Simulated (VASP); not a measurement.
# MgS (I4/mmm) in VASP: a series of runs, part 3 of 3

VASP 6.6.1. Earlier steps stand in the parts before.

### 4 Single point, PBEsol (strain -0.040 along x and y, +0.080 along z)

Input file INCAR:

```
SYSTEM = MgS
  PREC = Accurate
  ENCUT = 600
  EDIFF = 1E-6
  ISMEAR = 0
  SIGMA = 0.05
  LREAL = .FALSE.
  LASPH = .TRUE.
  NELM = 120
  ALGO = Normal
  ISIF = 2
  LWAVE = .FALSE.
  LCHARG = .FALSE.
  GGA = PS
  NBANDS = 11
  GGA_COMPAT = .FALSE.
```

Input file KPOINTS:

```
Automatic mesh
0
G
  8 8 8
  0 0 0
```

Input file POSCAR:

```
MgS
1.0
    0.0000000000      2.4975840000      2.8097820000
    2.4975840000      0.0000000000      2.8097820000
    2.4975840000      2.4975840000      0.0000000000
Mg S
1 1
Direct
    0.0000000000      0.0000000000      0.0000000000
    0.5000000000      0.5000000000      0.5000000000
```

Potentials or basis: VASP PAW PBE potentials, release 64 (Mg, S).

On the command line:

```sh
$ cat potpaw_PBE.64/Mg/POTCAR potpaw_PBE.64/S/POTCAR > POTCAR
$ mpirun -np 1 vasp_std > vasp.out
```

OUTCAR:

```text
SYSTEM = MgS
   PREC = Accurate
   ENCUT = 600
   EDIFF = 1E-6
   ISMEAR = 0
   LREAL = .FALSE.
   LASPH = .TRUE.
   NELM = 120
   ISIF = 2
   GGA = PS

 ion  position               nearest neighbor table
   1  0.000  0.000  0.000-   2 2.50   2 2.50   2 2.50   2 2.50   2 2.81   2 2.81
   2  0.500  0.500  0.500-   1 2.50   1 2.50   1 2.50   1 2.50   1 2.81   1 2.81

  LATTYP: Found a body centered tetragonal cell.
 ALAT       =     3.5321171660
 C/A-ratio  =     1.5909902577

  Lattice vectors:

 A1 = (  -2.4975840000,   0.0000000000,   2.8097820000)
 A2 = (   2.4975840000,   0.0000000000,   2.8097820000)
 A3 = (   0.0000000000,   2.4975840000,  -2.8097820000)

Analysis of symmetry for initial positions (statically):
=====================================================================
 Subroutine PRICEL returns:
 Original cell was already a primitive cell.

 Routine SETGRP: Setting up the symmetry group for a
 body centered tetragonal supercell.

 Subroutine GETGRP returns: Found 16 space group operations
 (whereof 16 operations were pure point group operations)
 out of a pool of 16 trial point group operations.

The static configuration has the point symmetry D_4h.

Analysis of symmetry for dynamics (positions and initial velocities):
=====================================================================
 Subroutine PRICEL returns:
 Original cell was already a primitive cell.

 Routine SETGRP: Setting up the symmetry group for a
 body centered tetragonal supercell.

 Subroutine GETGRP returns: Found 16 space group operations
 (whereof 16 operations were pure point group operations)
 out of a pool of 16 trial point group operations.

The dynamic configuration has the point symmetry D_4h.

 Subroutine INISYM returns: Found 16 space group operations
 (whereof 16 operations are pure point group operations),
 and found     1 'primitive' translations

----------------------------------------------------------------------------------------

                                     Primitive cell

  volume of cell :      35.0544

  direct lattice vectors                    reciprocal lattice vectors
     0.000000000  2.497584000  2.809782000    -0.200193467  0.200193467  0.177949748
     2.497584000  0.000000000  2.809782000     0.200193467 -0.200193467  0.177949748
     2.497584000  2.497584000  0.000000000     0.200193467  0.200193467 -0.177949748

  length of vectors
     3.759361744  3.759361744  3.532117166     0.334396414  0.334396414  0.334396414

  position of ions in fractional coordinates (direct lattice)
     0.000000000  0.000000000  0.000000000
     0.500000000  0.500000000  0.500000000

  ion indices of the primitive-cell ions
   primitive index   ion index
                 1           1
                 2           2

----------------------------------------------------------------------------------------

 KPOINTS: Automatic mesh

Automatic generation of k-mesh.
 Grid dimensions read from file:
 generate k-points for:    8    8    8

 Generating k-lattice:

  Cartesian coordinates                     Fractional coordinates (reciprocal lattice)
[... 39 lines left out ...]
  0.250000 -0.000000  0.125000     16.000000
  0.375000 -0.000000  0.125000     16.000000
 [... further k-points ...]
   k-points           NKPTS =     59   k-points in BZ     NKDIM =     59   number of bands    NBANDS=     11
   number of dos      NEDOS =    301   number of ions     NIONS =      2
   total plane-waves  NPLWV =  25200
   dimension x,y,z NGX =    30 NGY =   30 NGZ =   28
   dimension x,y,z NGXF=    60 NGYF=   60 NGZF=   56
   ions per type =               1   1
   NGX,Y,Z   is equivalent  to a cutoff of  13.27, 13.27, 13.18 a.u.
   NGXF,Y,Z  is equivalent  to a cutoff of  26.53, 26.53, 26.36 a.u.
 SYSTEM =  MgS
   PREC   = accura    normal or accurate (medium, high low for compatibility)
   ISTART =      0    job   : 0-new  1-cont  2-samecut
   ICHARG =      2    charge: 1-file 2-atom 10-const
   ISPIN  =      1    spin polarized calculation?
   LNONCOLLINEAR =      F non collinear calculations
   LSORBIT =      F    spin-orbit coupling
   LASPH  =      T    aspherical Exc in radial PAW
   ENCUT  =  600.0 eV  44.10 Ry    6.64 a.u.   7.51  7.51  7.05*2*pi/ulx,y,z
   NELM   =    120;   NELMIN=  2; NELMDL= -5     # of ELM steps
   EDIFF  = 0.1E-05   stopping-criterion for ELM
   LREAL  =      F    real-space projection
   EDIFFG = 0.1E-04   stopping-criterion for IOM
   NSW    =      0    number of steps for IOM
   IBRION =     -1    ionic relax: 0-MD 1-quasi-New 2-CG
   NFREE  =      0    steps in history (QN), initial steepest desc. (CG)
   ISIF   =      2    stress and relaxation
   ISYM   =      2    0-nonsym 1-usesym 2-fastsym
   POTIM  = 0.5000    time-step for ionic-motion
   TEBEG  =    0.0;   TEEND  =   0.0 temperature during run
   PSTRESS=    0.0 pullay stress
   NELECT =       8.0000    total number of electrons
   NUPDOWN=      -1.0000    fix difference up-down
   EMIN   =  10.00;   EMAX   =-10.00  energy-range for DOS
   EFERMI =   0.00;   METHOD = LEGACY
   ISMEAR =     0;   SIGMA  =   0.05  broadening in eV -4-tet -1-fermi 0-gaus
   EFERMI_NEDOS =   21; number of points for ismear=-14 and -15
   IALGO  =     38    algorithm
   IMIX   =      4    mixing-type and parameters
     AMIX     =   0.40;   BMIX     =  1.00
     AMIX_MAG =   1.60;   BMIX_MAG =  1.00
  volume/ion in A,a.u.               =      17.53       118.28
  Fermi-wavevector in a.u.,A,eV,Ry     =   1.000439  1.890555 13.617771  1.000878
  Thomas-Fermi vector in A             =   2.132795
   LORBIT       =      0    0 simple, 1 ext, 2 COOP (PROOUT), +10 PAW based schemes
   GGA     = PS    functional components
   LHFCALC =     F    Hartree Fock is set to
   AEXX    =    0.0000 exact exchange contribution
   IVDW    =     0    specifies the selected vdW correction
   LEPSILON=     F    determine dielectric tensor
   LRPA    =     F    only Hartree local field effects (RPA)
 non-spin polarized calculation
 Gauss-broadening in eV      SIGMA  =   0.05
  energy-cutoff  :      600.00
  volume of cell :       35.05
 maximum number of plane-waves:      1186
 NGX is ok and might be reduce to    30
   NGX = 15   NGY = 15   NGZ = 15

 number of electron       8.0000000 magnetization

 Free energy of the ion-electron system (eV)
  ---------------------------------------------------
  ext. energy  EPLUGINS =         0.00000000
  ---------------------------------------------------
  free energy    TOTEN  =        -8.97601903 eV

  energy without entropy =       -8.97601903  energy(sigma->0) =       -8.97601903

 E-fermi :   4.1428     XC(G=0):  -9.8367

 val. band max:        3.9060938855   @ k =   0.0000   0.0000   0.0000
 cond. band min:       6.3174700829   @ k =   0.5000   0.0000   0.5000
 fundamental gap:      2.4113761975
 Fermi energy:         4.1428266140

 k-point     1 :       0.0000    0.0000    0.0000
  band No.  band energies     occupation
      1      -9.0391      2.00000
      2       3.5519      2.00000
      3       3.5519      2.00000
      4       3.9061      2.00000
      5       7.3166      0.00000
      6      10.8151      0.00000
      7      12.0511      0.00000
      8      12.0511      0.00000
      9      13.1470      0.00000
     10      14.8254      0.00000
     11      14.9601      0.00000
[... 309 lines left out ...]
 k-point    24 :       0.3750   -0.0000    0.1250
  band No.  band energies     occupation
      1      -7.9732      2.00000
      2      -0.2468      2.00000
      3       2.7800      2.00000
      4       2.8649      2.00000
      5       8.6726      0.00000
      6      10.6014      0.00000
      7      11.4474      0.00000
      8      11.8888      0.00000
      9      14.9753      0.00000
     10      16.7112      0.00000
     11      16.9907      0.00000

 [... further k-points ...]

------------------------ aborting loop because EDIFF is reached ----------------------------------------

  FORCE on cell =-STRESS in cart. coord.  units (eV):
  Direction    XX          YY          ZZ          XY          YZ          ZX
  --------------------------------------------------------------------------------------
  -------------------------------------------------------------------------------------
  Total        1.1104445      1.1104445     -1.3223343      0.0000000      0.0000000      0.0000000
  in kB       50.7533380     50.7533380    -60.4378499      0.0000000      0.0000000      0.0000000
  external PRESSURE =      13.6896087 kB  Pullay stress =       0.0000000 kB

 VOLUME and BASIS-vectors are now :
 -----------------------------------------------------------------------------
  energy-cutoff  :      600.00
  volume of cell :       35.05
      direct lattice vectors                 reciprocal lattice vectors
     0.000000000  2.497584000  2.809782000    -0.200193467  0.200193467  0.177949748
     2.497584000  0.000000000  2.809782000     0.200193467 -0.200193467  0.177949748
     2.497584000  2.497584000  0.000000000     0.200193467  0.200193467 -0.177949748

 POSITION                                       TOTAL-FORCE (eV/Angst)
 -----------------------------------------------------------------------------------
      0.00000      0.00000      0.00000        -0.000000      0.000000      0.000000
      2.49758      2.49758      2.80978         0.000000     -0.000000      0.000000
 -----------------------------------------------------------------------------------
    total drift:                               -0.000000     -0.000000      0.000000

  FREE ENERGIE OF THE ION-ELECTRON SYSTEM (eV)
  ---------------------------------------------------
  free  energy   TOTEN  =        -8.9760190294 eV

  energy  without entropy=       -8.9760190294  energy(sigma->0) =       -8.97601903
```

OSZICAR:

```text
N       E                     dE             d eps       ncg     rms          rms(c)
DAV:   1     0.243966826221E+02    0.24397E+02   -0.39588E+03  1346   0.671E+02
DAV:   2    -0.780096757914E+01   -0.32198E+02   -0.30501E+02  1688   0.107E+02
DAV:   3    -0.935570804311E+01   -0.15547E+01   -0.15509E+01  1641   0.247E+01
DAV:   4    -0.936561925696E+01   -0.99112E-02   -0.99101E-02  1551   0.231E+00
DAV:   5    -0.936570595526E+01   -0.86698E-04   -0.86698E-04  1610   0.215E-01    0.421E+00
DAV:   6    -0.902255204231E+01    0.34315E+00   -0.71872E-01  1457   0.331E+00    0.318E+00
DAV:   7    -0.897885405163E+01    0.43698E-01   -0.19621E-01  1543   0.187E+00    0.199E+00
DAV:   8    -0.897630072631E+01    0.25533E-02   -0.10824E-02  1442   0.602E-01    0.791E-01
DAV:   9    -0.897602846902E+01    0.27226E-03   -0.67556E-04  1484   0.144E-01    0.298E-01
DAV:  10    -0.897601867888E+01    0.97901E-05   -0.14145E-04  1554   0.547E-02    0.976E-03
DAV:  11    -0.897601902940E+01   -0.35053E-06   -0.24570E-06  1510   0.953E-03
   1 F= -.89760190E+01 E0= -.89760190E+01  d E =-.101290E-13
```

stdout:

```text
POSCAR found type information on POSCAR MgS
 POSCAR found :  2 types and       2 ions
 scaLAPACK will be used
 -----------------------------------------------------------------------------
|                                                                             |
|                                                                             |
|     You enforced a specific xc type in the INCAR file but a different       |
|     I HOPE YOU KNOW WHAT YOU ARE DOING!                                     |
|                                                                             |
 -----------------------------------------------------------------------------

 LDA part: xc-table for (Slater+PW92), standard interpolation
 POSCAR, INCAR and KPOINTS ok, starting setup
 FFT: planning ... GRIDC
 FFT: planning ... GRID_SOFT
 FFT: planning ... GRID
 WAVECAR not read
 entering main loop
```

It took 10 s on 1 thread of Intel Xeon 6975P-C (Granite Rapids), shared host; peak memory 0.17 GiB.

What came out:

```
Free energy            : -8.9760 eV
Pressure               : 1.4 GPa
Band gap on the k mesh : 2.41 eV, indirect (least direct gap 3.41 eV)
```

Stress tensor (GPa, compression positive):
```
 5.08  0.00  0.00
 0.00  5.08  0.00
 0.00  0.00 -6.04
```

Levels at points of the mesh, in eV from the valence-band top:
```csv
k point,band 1,band 2,band 3,band 4,band 5,band 6,band 7,band 8
"(0.00, 0.00, 0.00)",-12.95,-0.35,-0.35,0.00,3.41,6.91,8.14,8.14
"(0.50, 0.00, 0.00)",-11.60,-5.15,-1.03,-0.64,4.02,6.37,7.29,9.95
"(0.50, 0.50, 0.00)",-11.56,-4.55,-1.57,-1.57,3.10,4.31,10.88,12.53
"(0.50, 0.00, 0.50)",-11.07,-4.46,-2.59,-1.57,2.41,3.97,11.38,11.99
```

Caveat: the cell differs from its parent crystal (strain -0.040 along x and y, +0.080 along z); the PAW data sets were made with another functional, which shifts forces and pressure a little.

### 5 Summary

| cell | gap on the mesh (eV) | pressure (GPa) |
| --- | --- | --- |
| a = 3.606, b = 3.606, c = 3.679 Å, angles 59.3, 59.3, 61.3°, 2 atoms | 2.60 | 2.5 |
| a = 3.682, b = 3.682, c = 3.532 Å, angles 61.3, 61.3, 57.3°, 2 atoms | 2.52 | 3.4 |
| a = 3.759, b = 3.759, c = 3.532 Å, angles 62.0, 62.0, 56.0°, 2 atoms | 2.41 | 1.4 |

Alike in all rows: task single point; level PBEsol; potentials or basis VASP PAW PBE potentials, release 64 (Mg, S); no spin polarisation; k mesh 8 × 8 × 8; cutoff (eV) 600; smearing gaussian 0.05 eV.

Caveats: the PAW data sets were made with another functional, which shifts forces and pressure a little.

Total energies depend on the potentials used, so only differences within one code and one set of settings carry meaning.
